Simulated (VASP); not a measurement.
# Zn in VASP: a series of runs

Aim: see how the results for Zn move with the level of theory and the settings. Levels: PBE, PBEsol. Tasks: single point.

Everything below comes from runs of VASP 6.6.1. Logs are shortened: lines on timing, memory, paths and dates and some standing lists are left out, and cuts for length are marked.

### Step 1. The cell of the first run

The structure is cubic, space group Fm-3m (No. 225). Conventional cell: a = 3.956 Å, b = 3.956 Å, c = 3.956 Å, α = 90.00°, β = 90.00°, γ = 90.00°. Zn (site symmetry m-3m) has 12 Zn at 2.80 Å within 3.7 Å.

### Step 2. Single point, PBE (volume scaled by 1.02)

Input file INCAR:

```
PREC = Accurate ; ENCUT = 520
EDIFF = 1E-7 ; ISMEAR = -1
SIGMA = 0.05 ; LREAL = F
LASPH = T ; NELM = 80
ALGO = Normal ; ISIF = 2
LWAVE = F ; LCHARG = F
GGA = PE ; NBANDS = 12
```

Input file KPOINTS:

```
regular mesh
0
Gamma
  12 12 12
```

Input file POSCAR:

```
Zn
1.0
    0.0000000000      1.9777881408      1.9777881408
    1.9777881408      0.0000000000      1.9777881408
    1.9777881408      1.9777881408      0.0000000000
Zn
1
Direct
    0.0000000000      0.0000000000      0.0000000000
```

Potentials or basis: VASP PAW PBE potentials, release 64 (Zn).

Run with:

```console
$ cat potpaw_PBE.64/Zn/POTCAR > POTCAR
$ mpirun -np 1 vasp_std > vasp.out
```

OUTCAR:

```text
PREC = Accurate
   ENCUT = 520
   EDIFF = 1E-7
   ISMEAR = -1
   LREAL = F
   LASPH = T
   NELM = 80
   ISIF = 2
   GGA = PE

 ion  position               nearest neighbor table
   1  0.000  0.000  0.000-

  LATTYP: Found a face centered cubic cell.
 ALAT       =     3.9555762816

  Lattice vectors:

 A1 = (   0.0000000000,   1.9777881408,   1.9777881408)
 A2 = (   1.9777881408,   0.0000000000,   1.9777881408)
 A3 = (   1.9777881408,   1.9777881408,   0.0000000000)

Analysis of symmetry for initial positions (statically):
=====================================================================
 Subroutine PRICEL returns:
 Original cell was already a primitive cell.

 Routine SETGRP: Setting up the symmetry group for a
 face centered cubic supercell.

 Subroutine GETGRP returns: Found 48 space group operations
 (whereof 48 operations were pure point group operations)
 out of a pool of 48 trial point group operations.

The static configuration has the point symmetry O_h .

Analysis of symmetry for dynamics (positions and initial velocities):
=====================================================================
 Subroutine PRICEL returns:
 Original cell was already a primitive cell.

 Routine SETGRP: Setting up the symmetry group for a
 face centered cubic supercell.

 Subroutine GETGRP returns: Found 48 space group operations
 (whereof 48 operations were pure point group operations)
 out of a pool of 48 trial point group operations.

The dynamic configuration has the point symmetry O_h .

 Subroutine INISYM returns: Found 48 space group operations
 (whereof 48 operations are pure point group operations),
 and found     1 'primitive' translations

----------------------------------------------------------------------------------------

                                     Primitive cell

  volume of cell :      15.4728

  direct lattice vectors                    reciprocal lattice vectors
     0.000000000  1.977788141  1.977788141    -0.252807664  0.252807664  0.252807664
     1.977788141  0.000000000  1.977788141     0.252807664 -0.252807664  0.252807664
     1.977788141  1.977788141  0.000000000     0.252807664  0.252807664 -0.252807664

  length of vectors
     2.797014812  2.797014812  2.797014812     0.437875719  0.437875719  0.437875719

  position of ions in fractional coordinates (direct lattice)
     0.000000000  0.000000000  0.000000000

  ion indices of the primitive-cell ions
   primitive index   ion index
                 1           1

----------------------------------------------------------------------------------------

 KPOINTS: regular mesh

Automatic generation of k-mesh.
 Grid dimensions read from file:
 generate k-points for:   12   12   12

 Generating k-lattice:

  Cartesian coordinates                     Fractional coordinates (reciprocal lattice)
    -0.021067305  0.021067305  0.021067305     0.083333333  0.000000000  0.000000000
     0.021067305 -0.021067305  0.021067305     0.000000000  0.083333333  0.000000000
     0.021067305  0.021067305 -0.021067305     0.000000000  0.000000000  0.083333333

  Length of vectors
     0.036489643  0.036489643  0.036489643

  Shift w.r.t. Gamma in fractional coordinates (k-lattice)
     0.000000000  0.000000000  0.000000000

 Subroutine IBZKPT returns following result:
 ===========================================

 Found     72 irreducible k-points:

 Following reciprocal coordinates:
            Coordinates               Weight
  0.000000  0.000000  0.000000      1.000000
  0.083333  0.000000  0.000000      8.000000
  0.166667  0.000000  0.000000      8.000000
  0.250000  0.000000  0.000000      8.000000
  0.333333  0.000000  0.000000      8.000000
  0.416667  0.000000  0.000000      8.000000
[... 16 lines left out ...]
  0.500000  0.166667  0.000000     24.000000
 -0.416667  0.166667  0.000000     24.000000
 [... further k-points ...]
   k-points           NKPTS =     72   k-points in BZ     NKDIM =     72   number of bands    NBANDS=     12
   number of dos      NEDOS =    301   number of ions     NIONS =      1
   total plane-waves  NPLWV =  13824
   dimension x,y,z NGX =    24 NGY =   24 NGZ =   24
   dimension x,y,z NGXF=    48 NGYF=   48 NGZF=   48
   ions per type =               1
   NGX,Y,Z   is equivalent  to a cutoff of  14.26, 14.26, 14.26 a.u.
   NGXF,Y,Z  is equivalent  to a cutoff of  28.53, 28.53, 28.53 a.u.
 SYSTEM =  unknown system
   PREC   = accura    normal or accurate (medium, high low for compatibility)
   ISTART =      0    job   : 0-new  1-cont  2-samecut
   ICHARG =      2    charge: 1-file 2-atom 10-const
   ISPIN  =      1    spin polarized calculation?
   LNONCOLLINEAR =      F non collinear calculations
   LSORBIT =      F    spin-orbit coupling
   LASPH  =      T    aspherical Exc in radial PAW
   ENCUT  =  520.0 eV  38.22 Ry    6.18 a.u.   5.20  5.20  5.20*2*pi/ulx,y,z
   NELM   =     80;   NELMIN=  2; NELMDL= -5     # of ELM steps
   EDIFF  = 0.1E-06   stopping-criterion for ELM
   LREAL  =      F    real-space projection
   EDIFFG = 0.1E-05   stopping-criterion for IOM
   NSW    =      0    number of steps for IOM
   IBRION =     -1    ionic relax: 0-MD 1-quasi-New 2-CG
   NFREE  =      0    steps in history (QN), initial steepest desc. (CG)
   ISIF   =      2    stress and relaxation
   ISYM   =      2    0-nonsym 1-usesym 2-fastsym
   POTIM  = 0.5000    time-step for ionic-motion
   TEBEG  =    0.0;   TEEND  =   0.0 temperature during run
   PSTRESS=    0.0 pullay stress
   NELECT =      12.0000    total number of electrons
   NUPDOWN=      -1.0000    fix difference up-down
   EMIN   =  10.00;   EMAX   =-10.00  energy-range for DOS
   EFERMI =   0.00;   METHOD = LEGACY
   ISMEAR =    -1;   SIGMA  =   0.05  broadening in eV -4-tet -1-fermi 0-gaus
   EFERMI_NEDOS =   21; number of points for ismear=-14 and -15
   IALGO  =     38    algorithm
   IMIX   =      4    mixing-type and parameters
     AMIX     =   0.40;   BMIX     =  1.00
     AMIX_MAG =   1.60;   BMIX_MAG =  1.00
  volume/ion in A,a.u.               =      15.47       104.42
  Fermi-wavevector in a.u.,A,eV,Ry     =   1.504107  2.842351 30.780987  2.262339
  Thomas-Fermi vector in A             =   2.615130
   LORBIT       =      0    0 simple, 1 ext, 2 COOP (PROOUT), +10 PAW based schemes
   GGA     = PE    functional components
   LHFCALC =     F    Hartree Fock is set to
   AEXX    =    0.0000 exact exchange contribution
   IVDW    =     0    specifies the selected vdW correction
   LEPSILON=     F    determine dielectric tensor
   LRPA    =     F    only Hartree local field effects (RPA)
 non-spin polarized calculation
  energy-cutoff  :      520.00
  volume of cell :       15.47
 maximum number of plane-waves:       444
 NGX is ok and might be reduce to    24
   NGX = 11   NGY = 11   NGZ = 11

 number of electron      12.0000003 magnetization

 Free energy of the ion-electron system (eV)
  ---------------------------------------------------
  ext. energy  EPLUGINS =         0.00000000
  ---------------------------------------------------
  free energy    TOTEN  =        -1.07630743 eV

  energy without entropy =       -1.07276433  energy(sigma->0) =       -1.07453588

 E-fermi :   2.8969     XC(G=0): -11.4740

 val. band max:        2.7976159838   @ k =  -0.4167   0.4167   0.0000
 cond. band min:       2.9058021054   @ k =  -0.4167   0.0833   0.0000
 fundamental gap:      0.1081861216
 Fermi energy:         2.8968664014

 k-point     1 :       0.0000    0.0000    0.0000
  band No.  band energies     occupation
      1      -7.2535      2.00000
      2      -4.6285      2.00000
      3      -4.6285      2.00000
      4      -4.6285      2.00000
      5      -4.2632      2.00000
      6      -4.2632      2.00000
      7      20.9390      0.00000
      8      20.9390      0.00000
      9      20.9390      0.00000
     10      21.6873      0.00000
     11      23.7440      0.00000
     12      23.7440      0.00000

 k-point     2 :       0.0833    0.0000    0.0000
  band No.  band energies     occupation
      1      -7.0474      2.00000
      2      -4.6440      2.00000
      3      -4.6062      2.00000
      4      -4.6062      2.00000
      5      -4.2691      2.00000
      6      -4.2691      2.00000
      7      17.9341      0.00000
      8      20.3485      0.00000
      9      20.3485      0.00000
     10      21.4117      0.00000
     11      24.6819      0.00000
     12      24.6819      0.00000

 k-point     3 :       0.1667    0.0000    0.0000
  band No.  band energies     occupation
      1      -6.4559      2.00000
      2      -4.6568      2.00000
      3      -4.5618      2.00000
      4      -4.5618      2.00000
      5      -4.2676      2.00000
      6      -4.2676      2.00000
      7      13.9289      0.00000
      8      19.4429      0.00000
      9      19.4429      0.00000
     10      21.1984      0.00000
     11      26.3151      0.00000
     12      26.3181      0.00000
[... 286 lines left out ...]
 k-point    23 :       0.5000    0.1667    0.0000
  band No.  band energies     occupation
      1      -5.1253      2.00000
      2      -4.7091      2.00000
      3      -4.4790      2.00000
      4      -4.3438      2.00000
      5      -3.9806      2.00000
      6      -0.0355      2.00000
      7       3.3951      0.00009
      8      13.0804      0.00000
      9      15.0545      0.00000
     10      17.6291      0.00000
     11      25.9122      0.00000
     12      26.7234      0.00000

 k-point    24 :      -0.4167    0.1667    0.0000
  band No.  band energies     occupation
      1      -5.1103      2.00000
      2      -4.7121      2.00000
      3      -4.4950      2.00000
      4      -4.2894      2.00000
      5      -4.0318      2.00000
      6       0.6934      2.00000
      7       2.5449      1.99825
      8      12.2008      0.00000
      9      15.8454      0.00000
     10      18.1815      0.00000
     11      25.0910      0.00000
     12      26.1671      0.00000

 [... further k-points ...]
[... 5 lines left out ...]
  --------------------------------------------------------------------------------------
  -------------------------------------------------------------------------------------
  Total       -0.1097268     -0.1097268     -0.1097268     -0.0000000      0.0000000      0.0000000
  in kB      -11.3619797    -11.3619797    -11.3619797     -0.0000000      0.0000000      0.0000000
  external PRESSURE =     -11.3619797 kB  Pullay stress =       0.0000000 kB

 VOLUME and BASIS-vectors are now :
 -----------------------------------------------------------------------------
  energy-cutoff  :      520.00
  volume of cell :       15.47
      direct lattice vectors                 reciprocal lattice vectors
     0.000000000  1.977788141  1.977788141    -0.252807664  0.252807664  0.252807664
     1.977788141  0.000000000  1.977788141     0.252807664 -0.252807664  0.252807664
     1.977788141  1.977788141  0.000000000     0.252807664  0.252807664 -0.252807664

 POSITION                                       TOTAL-FORCE (eV/Angst)
 -----------------------------------------------------------------------------------
      0.00000      0.00000      0.00000        -0.000000      0.000000      0.000000
 -----------------------------------------------------------------------------------
    total drift:                               -0.000000      0.000000     -0.000000

  FREE ENERGIE OF THE ION-ELECTRON SYSTEM (eV)
  ---------------------------------------------------
  free  energy   TOTEN  =        -1.0763074257 eV

  energy  without entropy=       -1.0727643346  energy(sigma->0) =       -1.07453588
```

Wall time 7.6 s (1 thread of Intel Xeon Platinum 8488C (Sapphire Rapids), shared host); peak memory 0.14 GiB.

What came out:

```yaml
Free_energy: -1.0763 eV
Pressure: -1.1 GPa
Band_gap_on_the_k_mesh: zero (band 6 reaches 5.18 eV, above the bottom of band 7 at 1.53 eV)
```

Levels at points of the mesh, in eV from the Fermi level:
```
           k point  band 3  band 4  band 5  band 6  band 7  band 8  band 9  band 10
(0.00, 0.00, 0.00)   -7.53   -7.53   -7.16   -7.16   18.04   18.04   18.04    18.79
(0.50, 0.00, 0.00)   -7.53   -6.89   -6.89   -2.77   -1.37   15.07   15.07    17.35
(0.50, 0.50, 0.00)   -6.90   -6.82   -6.82   -0.90    1.70    8.38    8.38    12.00
```

Caveat: the cell differs from its parent crystal (volume scaled by 1.02).

### Step 3. Single point, PBEsol

This run uses another cell than the first one, of 15.17 Å³/atom, 0.980 times its volume.

Input file INCAR:

```
SYSTEM = Zn
ALGO = Fast
EDIFF = 1E-6
ENCUT = 520
GGA = PS
ISIF = 2
ISMEAR = -1
LASPH = .True.
LCHARG = .False.
LREAL = .False.
LWAVE = .False.
NBANDS = 12
NELM = 100
PREC = Accurate
SIGMA = 0.05
```

Input file KPOINTS:

```
k-points
0
Gamma
  10 10 10
  0 0 0
```

Input file POSCAR:

```
Zn
1.0
    0.0000000000      1.9647760000      1.9647760000
    1.9647760000      0.0000000000      1.9647760000
    1.9647760000      1.9647760000      0.0000000000
Zn
1
Direct
    0.0000000000      0.0000000000      0.0000000000
```

Potentials or basis: VASP PAW PBE potentials, release 64 (Zn).

Run with:

```console
$ cat potpaw_PBE.64/Zn/POTCAR > POTCAR
$ mpirun -np 1 vasp_std > vasp.out
```

Wall time 6.7 s (1 thread of AMD EPYC 9R14 (Zen 4), shared host); peak memory 0.11 GiB.

It converged, with:

```
Free energy            : -1.5459 eV
Pressure               : -5.0 GPa
Band gap on the k mesh : zero (band 6 reaches 4.08 eV, above the bottom of band 7 at 1.53 eV)
```

Levels at points of the mesh, in eV from the Fermi level:
```csv
k point,band 3,band 4,band 5,band 6,band 7,band 8,band 9,band 10
"(0.00, 0.00, 0.00)",-7.75,-7.75,-7.37,-7.37,18.08,18.08,18.08,18.75
"(0.50, 0.00, 0.00)",-7.75,-7.08,-7.08,-3.07,-1.55,15.06,15.06,17.28
"(0.50, 0.50, 0.00)",-7.10,-7.01,-7.01,-1.17,1.56,8.24,8.24,11.92
```

Caveat: the PAW data sets were made with another functional, which shifts forces and pressure a little.

(Continued in part 2 of 2.)
